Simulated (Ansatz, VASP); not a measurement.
# Two plane-wave programs on CdS

```
Cd S
1.0
     4.13480    0.03101    0.00000
    -2.04054    3.56534    0.00000
     0.00000    0.00000    6.74900
Cd S
2 2
Direct
  0.33333 0.66667 0.00000
  0.66667 0.33333 0.50000
  0.33333 0.66667 0.38500
  0.66667 0.33333 0.88500
```

Change from the starting cell: strain +0.0150 x Voigt [0, 0, 0, 0, 0, 1], atoms carried along.

Alike in both runs: task single point; functional PBE; k mesh 12 × 12 × 4; occupations gaussian, width 0.05 eV; no spin polarisation.

|  | VASP | Ansatz |
| --- | --- | --- |
| version | VASP 6.6.1 | Ansatz 0.2.0 |
| potentials or method | VASP PAW PBE potentials, release 64 (Cd, S), cutoff 520 eV | scalar-relativistic, plane waves, PAW |
| valence electrons in the cell | 36 | 52 |

```csv
,VASP,Ansatz,Ansatz less VASP
gap on the k mesh at the Fermi level (eV),1.21,1.20,-0.003
least direct gap on the mesh (eV),1.21,1.20,-0.003
pressure (GPa),2.9,2.5,-0.35
"traceless stress, the component that is largest in VASP (GPa)",-1.56,-1.50,+0.056
rms of the force components (eV/Å),0.169,0.163,-0.0053
```

Atom by atom the forces differ by 0.005 eV/Å (rms over components). The functional is the same, so the differences come from potentials, cutoffs and numerics. VASP's potentials hold 36 valence electrons a cell and Ansatz's 52, so a difference there can come from the potentials and not from the codes.
